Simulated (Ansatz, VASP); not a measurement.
One calculation of Al2Ru, two programs

Contents of INCAR:

```
ALGO = Fast
EDIFF = 1E-6
ENCUT = 520
GGA = PS
ISIF = 2
ISMEAR = 0
LASPH = T
LCHARG = F
LREAL = F
LWAVE = F
NBANDS = 17
NELM = 60
PREC = Accurate
SIGMA = 0.15
```

File KPOINTS:

```
k-points
0
Gamma
  22 22 22
```

The input POSCAR:

```
Al2Ru
1.0
   -1.6074992485      1.6074992485      4.3378986360
    1.6074992485     -1.6074992485      4.3378986360
    1.6074992485      1.6074992485     -4.3378986360
Al Ru
2 1
Direct
    0.6590760825      0.6590760825      0.0000000000
    0.3409239175      0.3409239175      0.0000000000
    0.0000000000      0.0000000000      0.0000000000
```

Input for Ansatz:

```yaml
crystal:
  lattice:
    - [-1.6074992485, 1.6074992485, 4.337898636]
    - [1.6074992485, -1.6074992485, 4.337898636]
    - [1.6074992485, 1.6074992485, -4.337898636]
  atoms:
    - { symbol: Al, position: [0.6590760825, 0.6590760825, 0.0] }
    - { symbol: Al, position: [0.3409239175, 0.3409239175, 0.0] }
    - { symbol: Ru, position: [0.0, 0.0, 0.0] }
basis:
  ecutwfc: 420
kpoints:
  mp_grid: { grid: [22, 22, 22] }
hamiltonian:
  xc: pbesol
scf:
  occupations: { method: gaussian, width: 0.15 }
output:
  forces: true
  stress: true
  eigenvalues: true
```

Change from the starting cell: strain +0.030 along x and y, +0.030 along z, atoms carried along.

Alike in both runs: task single point; functional PBEsol; k mesh 22 × 22 × 22; occupations gaussian, width 0.15 eV; no spin polarisation.

```csv
,VASP,Ansatz
version,VASP 6.6.1,Ansatz 0.2.0
potentials or method,"VASP PAW PBE potentials, release 64 (Al, Ru_pv), cutoff 520 eV","scalar-relativistic, plane waves, PAW"
valence electrons in the cell,20,22
```

Ansatz gave:

| Property | Result |
| --- | --- |
| gap on the k mesh at the Fermi level (eV) | none |
| pressure (GPa) | -13.3 |
| traceless stress, the component that is largest in VASP (GPa) | -0.50 |
| rms of the force components (eV/Å) | 0.123 |

Task: Estimate VASP's values.

Result: gap on the k mesh at the Fermi level (eV): none; pressure (GPa): -13.3; traceless stress, the component that is largest in VASP (GPa): -0.49; rms of the force components (eV/Å): 0.123.

VASP's potentials were made for PBE, not for PBEsol. Atom by atom the forces differ by 0.000 eV/Å (rms over components). A gap of «none» marks a metal or a gap that the smearing closes. VASP's potentials hold 20 valence electrons a cell and Ansatz's 22, so a difference there can come from the potentials and not from the codes.
